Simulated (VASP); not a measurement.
# MgO2 (R-3m) in VASP: a series of runs, part 2 of 2

VASP 6.6.1. The steps go on from the part before.

**6. Single point, PBEsol (strain +0.080 along x and y, +0.000 along z)**

Contents of INCAR:

```
ALGO = Normal
EDIFF = 1E-6
ENCUT = 520
GGA = PS
ISIF = 2
ISMEAR = 0
LASPH = T
LCHARG = F
LREAL = F
LWAVE = F
NBANDS = 14
NELM = 100
PREC = Accurate
SIGMA = 0.05
```

Contents of KPOINTS:

```
k-points
0
Gamma
  12 12 12
```

Contents of POSCAR:

```
MgO2
1.0
    1.7331418973      1.0006299410      3.4939788749
   -1.7331418973      1.0006299410      3.4939788749
    0.0000000000     -2.0012598819      3.4939788749
Mg O
1 2
Direct
    0.0000000000      0.0000000000      0.0000000000
    0.4287860000      0.4287860000      0.4287860000
    0.5712140000      0.5712140000      0.5712140000
```

Potentials or basis: VASP PAW PBE potentials, release 64 (Mg, O).

On the command line:

```sh
$ cat potpaw_PBE.64/Mg/POTCAR potpaw_PBE.64/O/POTCAR > POTCAR
$ mpirun -np 1 vasp_std > vasp.out
```

OUTCAR:

```text
EDIFF = 1E-6
   ENCUT = 520
   GGA = PS
   ISIF = 2
   ISMEAR = 0
   LASPH = T
   LREAL = F
   NELM = 100
   PREC = Accurate

 ion  position               nearest neighbor table
   1  0.000  0.000  0.000-   3 2.24   3 2.24   2 2.24   2 2.24   3 2.24   2 2.24
   2  0.429  0.429  0.429-   3 1.49   1 2.24   1 2.24   1 2.24
   3  0.571  0.571  0.571-   2 1.49   1 2.24   1 2.24   1 2.24

  LATTYP: Found a trigonal (rhomboedric) cell.
 ALAT       =     4.0265282184
 COS(alpha) =     0.6294585951

  Lattice vectors:

 A1 = (   1.7331418973,   1.0006299410,   3.4939788749)
 A2 = (  -1.7331418973,   1.0006299410,   3.4939788749)
 A3 = (   0.0000000000,  -2.0012598819,   3.4939788749)

Analysis of symmetry for initial positions (statically):
=====================================================================
 Subroutine PRICEL returns:
 Original cell was already a primitive cell.

 Routine SETGRP: Setting up the symmetry group for a
 trigonal (rhombohedral) supercell.

 Subroutine GETGRP returns: Found 12 space group operations
 (whereof 12 operations were pure point group operations)
 out of a pool of 12 trial point group operations.

The static configuration has the point symmetry D_3d.

Analysis of symmetry for dynamics (positions and initial velocities):
=====================================================================
 Subroutine PRICEL returns:
 Original cell was already a primitive cell.

 Routine SETGRP: Setting up the symmetry group for a
 trigonal (rhombohedral) supercell.

 Subroutine GETGRP returns: Found 12 space group operations
 (whereof 12 operations were pure point group operations)
 out of a pool of 12 trial point group operations.

The dynamic configuration has the point symmetry D_3d.

 Subroutine INISYM returns: Found 12 space group operations
 (whereof 12 operations are pure point group operations),
 and found     1 'primitive' translations

[... 127 lines left out ...]
 non-spin polarized calculation
 Gauss-broadening in eV      SIGMA  =   0.05
  energy-cutoff  :      520.00
  volume of cell :       36.36
 maximum number of plane-waves:       997
 NGX is ok and might be reduce to    30
   NGX = 15   NGY = 15   NGZ = 15

 number of electron      14.0000002 magnetization

 Free energy of the ion-electron system (eV)
  ---------------------------------------------------
  ext. energy  EPLUGINS =         0.00000000
  ---------------------------------------------------
  free energy    TOTEN  =       -16.79688783 eV

  energy without entropy =      -16.79688783  energy(sigma->0) =      -16.79688783

 E-fermi :   2.0711     XC(G=0):  -9.6824

 val. band max:        1.7824558786   @ k =   0.5000   0.5000  -0.0000
 cond. band min:       4.0403525752   @ k =   0.4167   0.4167   0.4167
 fundamental gap:      2.2578966967
 Fermi energy:         2.0710900872

 k-point     1 :       0.0000    0.0000    0.0000
  band No.  band energies     occupation
      1     -19.1269      2.00000
      2     -12.4291      2.00000
      3      -5.3331      2.00000
      4      -1.6693      2.00000
      5      -1.6693      2.00000
      6       1.0449      2.00000
      7       1.0449      2.00000
      8       4.9812      0.00000
      9       6.5746      0.00000
     10      12.9914      0.00000
     11      14.9204      0.00000
     12      14.9251      0.00000
     13      14.9251      0.00000
     14      15.8929      0.00000
[... 377 lines left out ...]
      1     -18.7908      2.00000
      2     -12.7690      2.00000
      3      -4.4983      2.00000
      4      -3.5479      2.00000
      5      -2.1705      2.00000
      6       0.5003      2.00000
      7       0.9725      2.00000
      8       5.9559      0.00000
      9       9.3658      0.00000
     10      10.1172      0.00000
     11      12.8615      0.00000
     12      14.6891      0.00000
     13      15.2787      0.00000
     14      16.7922      0.00000

 [... further k-points ...]

------------------------ aborting loop because EDIFF is reached ----------------------------------------

  FORCE on cell =-STRESS in cart. coord.  units (eV):
  Direction    XX          YY          ZZ          XY          YZ          ZX
  --------------------------------------------------------------------------------------
  -------------------------------------------------------------------------------------
  Total       -4.3445344     -4.3445344     -1.5151429      0.0000000     -0.0000000      0.0000000
  in kB     -191.4585150   -191.4585150    -66.7705651      0.0000000     -0.0000000      0.0000000
  external PRESSURE =    -149.8958650 kB  Pullay stress =       0.0000000 kB

 VOLUME and BASIS-vectors are now :
 -----------------------------------------------------------------------------
  energy-cutoff  :      520.00
  volume of cell :       36.36
      direct lattice vectors                 reciprocal lattice vectors
     1.733141897  1.000629941  3.493978875     0.288493401  0.166561743  0.095402218
    -1.733141897  1.000629941  3.493978875    -0.288493401  0.166561743  0.095402218
     0.000000000 -2.001259882  3.493978875     0.000000000 -0.333123485  0.095402218

 POSITION                                       TOTAL-FORCE (eV/Angst)
 -----------------------------------------------------------------------------------
      0.00000      0.00000      0.00000         0.000000      0.000000     -0.000000
      0.00000      0.00000      4.49451         0.000000     -0.000000     -0.578537
      0.00000      0.00000      5.98743         0.000000      0.000000      0.578537
 -----------------------------------------------------------------------------------
    total drift:                                0.000000     -0.000000      0.000000

  FREE ENERGIE OF THE ION-ELECTRON SYSTEM (eV)
  ---------------------------------------------------
  free  energy   TOTEN  =       -16.7968878299 eV

  energy  without entropy=      -16.7968878299  energy(sigma->0) =      -16.79688783
```

OSZICAR:

```text
N       E                     dE             d eps       ncg     rms          rms(c)
DAV:   1     0.470993562009E+02    0.47099E+02   -0.72984E+03  5796   0.893E+02
DAV:   2    -0.155264291643E+02   -0.62626E+02   -0.57423E+02  7050   0.186E+02
DAV:   3    -0.181723640190E+02   -0.26459E+01   -0.26363E+01  6162   0.382E+01
DAV:   4    -0.181834588845E+02   -0.11095E-01   -0.11094E-01  6348   0.283E+00
DAV:   5    -0.181835190428E+02   -0.60158E-04   -0.60157E-04  6306   0.198E-01    0.806E+00
DAV:   6    -0.169253694441E+02    0.12581E+01   -0.20797E+00  5598   0.115E+01    0.346E+00
DAV:   7    -0.168106809606E+02    0.11469E+00   -0.11469E-01  5838   0.294E+00    0.174E+00
DAV:   8    -0.167956362176E+02    0.15045E-01   -0.64818E-02  5586   0.237E+00    0.245E-01
DAV:   9    -0.167967869480E+02   -0.11507E-02   -0.12149E-02  6372   0.797E-01    0.999E-02
DAV:  10    -0.167968701674E+02   -0.83219E-04   -0.11171E-03  5838   0.286E-01    0.566E-02
DAV:  11    -0.167968850758E+02   -0.14908E-04   -0.21993E-04  5856   0.117E-01    0.653E-03
DAV:  12    -0.167968868054E+02   -0.17296E-05   -0.69435E-06  6738   0.216E-02    0.295E-03
DAV:  13    -0.167968878352E+02   -0.10298E-05   -0.10085E-06  5596   0.768E-03    0.954E-04
DAV:  14    -0.167968878299E+02    0.52828E-08   -0.12095E-07  3450   0.292E-03
   1 F= -.16796888E+02 E0= -.16796888E+02  d E =-.926336E-18
```

Run time: 50 s. Hardware: 1 thread of Intel Xeon 6975P-C (Granite Rapids), shared host; peak memory 0.23 GiB.

What came out:

* Free energy: -16.7969 eV
* Pressure: -15.0 GPa
* Largest force: 0.579 eV/Å
* Band gap on the k mesh: 2.26 eV (least direct gap 2.29 eV)

Forces on the atoms (eV/Å):
```
Mg   0.000  0.000  0.000
O    0.000  0.000 -0.579
O    0.000  0.000  0.579
```

Caveat: the cell differs from its parent crystal (strain +0.080 along x and y, +0.000 along z); the cell stands under tension; the PAW data sets were made with another functional, which shifts forces and pressure a little. A k mesh can miss the band edges.

**7. Overview**

```csv
cell,gap on the mesh (eV),pressure (GPa),largest force (eV/Å)
"a = 4.204 Å, angles 44.9°, 3 atoms",0.80,-15.3,1.41
"a = 3.990 Å, angles 49.4°, 3 atoms",2.27,-11.1,0.29
"a = 3.906 Å, angles 52.7°, 3 atoms",2.37,-9.3,2.05
"a = 4.113 Å, angles 47.9°, 3 atoms",1.56,-16.0,0.62
"a = 4.027 Å, angles 51.0°, 3 atoms",2.26,-15.0,0.58
```

Alike in all rows: task single point; level PBEsol; potentials or basis VASP PAW PBE potentials, release 64 (Mg, O); no spin polarisation; k mesh 12 × 12 × 12; cutoff (eV) 520; smearing gaussian 0.05 eV.

Caveats: the cell stands under tension; the PAW data sets were made with another functional, which shifts forces and pressure a little.

Absolute energies hang on the potentials; compare differences alone.
